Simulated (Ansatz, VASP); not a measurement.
## Ga: VASP beside Ansatz

```xyz
2
Lattice="1.3830 -4.0265 0.0000 1.3830 4.0265 0.0000 -0.1174 0.0000 3.3299" Properties=species:S:1:pos:R:3 pbc="T T T"
Ga    1.3536   -2.9716    0.8325
Ga    1.2949    2.9716    2.4974
```

Alike in both runs: task electric field gradients; functional PBE; k mesh 14 × 14 × 11; occupations fermi-dirac, width 0.05 eV; no spin polarisation.

|  | VASP | Ansatz |
| --- | --- | --- |
| version | VASP 6.6.1 | Ansatz 0.2.0 |
| potentials or method | VASP PAW PBE potentials, release 64 (Ga_d) | PAW with Ansatz's default frozen-core files, scalar-relativistic |
| plane-wave cutoff (eV) | 520 | 420 |
| valence electrons in the cell | 26 | 26 |

Ansatz gave:

| Quantity | Value |
| --- | --- |
| pressure (GPa) | 1.7 |
| traceless stress, the component that is largest in VASP (GPa) | -0.23 |
| rms of the force components (eV/Å) | 0.108 |
| size of Vzz on the site where it differs most (V/Å²) | 26.6 |

Question: Estimate VASP's values.

Answer: Pressure (GPa): 1.9; traceless stress, the component that is largest in VASP (GPa): -0.26; rms of the force components (eV/Å): 0.109; size of Vzz on the site where it differs most (V/Å²): 24.9.

Atom by atom the forces differ by 0.001 eV/Å (rms over components). The functional is the same, so the differences come from potentials, cutoffs and numerics.
